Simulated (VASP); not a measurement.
# GeSb4Te7: single point with PBE

Crystal: GeSb4Te7.

```
Ge Sb Te
1.0
     4.31958    0.00000    0.00000
    -2.15979    3.74086    0.00000
     0.00000    0.00000   24.56135
Ge Sb Te
1 4 7
Direct
  0.00000 0.00000 0.50000
  0.66667 0.33333 0.91867
  0.33333 0.66667 0.34870
  0.33333 0.66667 0.08133
  0.66667 0.33333 0.65130
  0.33333 0.66667 0.84908
  0.66667 0.33333 0.15092
  0.00000 0.00000 0.72061
  0.66667 0.33333 0.43094
  0.33333 0.66667 0.56906
  0.00000 0.00000 0.00000
  0.00000 0.00000 0.27939
```

```yaml
Program: VASP 6.6.1
Task: single point
Functional: PBE
Potentials_or_basis: VASP PAW PBE potentials, release 64 (Ge_d, Sb, Te)
Cutoff: 520 eV
k_mesh: 9 × 9 × 2
Occupations: gaussian, width 0.02 eV
Spin: no spin polarisation
```

The pressure is 0.0 GPa and the largest force is 0.023 eV/Å. The band gap on the k mesh is 0.36 eV.

Forces on the atoms (eV/Å):
```
Ge   0.000  0.000  0.000
Sb   0.000  0.000  0.023
Sb   0.000  0.000  0.022
Sb   0.000  0.000 -0.023
Sb   0.000  0.000 -0.022
Te   0.000  0.000 -0.015
Te   0.000  0.000  0.015
Te   0.000  0.000  0.014
Te   0.000  0.000 -0.008
Te   0.000  0.000  0.008
Te   0.000  0.000  0.000
Te   0.000  0.000 -0.014
```

Levels at points of the mesh, in eV from the valence-band top:
| k point | band 34 | band 35 | band 36 | band 37 | band 38 | band 39 | band 40 | band 41 | band 42 | band 43 |
| --- | --- | --- | --- | --- | --- | --- | --- | --- | --- | --- |
| (0.00, 0.00, 0.00) | -1.07 | -1.04 | -1.04 | -0.27 | -0.09 | 0.47 | 0.53 | 0.64 | 0.64 | 0.72 |
| (0.00, 0.00, 0.50) | -1.02 | -1.02 | -0.90 | -0.34 | 0.00 | 0.36 | 0.59 | 0.59 | 0.62 | 0.80 |

Wall time 9.9 min on 1 thread of Intel(R) Xeon(R) Platinum 8488C (Sapphire Rapids) (shared host), peak memory 0.73 GiB.

Caveat: spin-orbit coupling is left out, which moves the levels of the heavy elements; this functional lacks dispersion, which binds layers or chains, so the pressure and a relaxed spacing across them are unreliable. A k mesh can miss the band edges.
